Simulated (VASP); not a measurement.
A run of VASP 6.6.1 is set up as follows.

File POSCAR:

```
NaCl
1.0
    0.0000000000      2.7728859400      2.7728859400
    2.7728859400      0.0000000000      2.7728859400
    2.7728859400      2.7728859400      0.0000000000
Na Cl
1 1
Direct
    0.0000000000      0.0000000000      0.0000000000
    0.5000000000      0.5000000000      0.5000000000
```

File INCAR.step1:

```
SYSTEM = NaCl
PREC = Accurate
ENCUT = 520
ISMEAR = -1
SIGMA = 0.0596
LREAL = .False.
LASPH = .True.
NELM = 80
NBANDS = 14
GGA = PE
ALGO = Normal
EDIFF = 1E-4
LWAVE = .True.
LCHARG = .False.
```

Contents of INCAR.step2:

```
SYSTEM = NaCl
PREC = Accurate
ENCUT = 520
EDIFF = 1E-6
ISMEAR = -1
SIGMA = 0.0596
LREAL = .False.
LASPH = .True.
NELM = 80
ALGO = Normal
ISIF = 2
LWAVE = .False.
LCHARG = .False.
METAGGA = R2SCAN
LMIXTAU = .True.
NBANDS = 14
ISTART = 1
```

File KPOINTS:

```
regular mesh
0
Gamma
  8 8 8
  0 0 0
```

Potentials or basis: VASP PAW PBE potentials, release 64 (Na_pv, Cl).

Launch:

```sh
$ cat potpaw_PBE.64/Na_pv/POTCAR potpaw_PBE.64/Cl/POTCAR > POTCAR
$ cp INCAR.step1 INCAR
$ mpirun -np 1 vasp_std > vasp.out
$ cp INCAR.step2 INCAR
$ mpirun -np 1 vasp_std > vasp.out
```

Task: Estimate the pressure.

Result: 0.8 GPa.

Task: What does it give for the band gap on the k mesh?

Result: 6.14 eV.

Caveat: the PAW data sets were made with another functional, which shifts forces and pressure a little. r2SCAN opens gaps a little over a GGA but as a rule still falls short of measured ones.
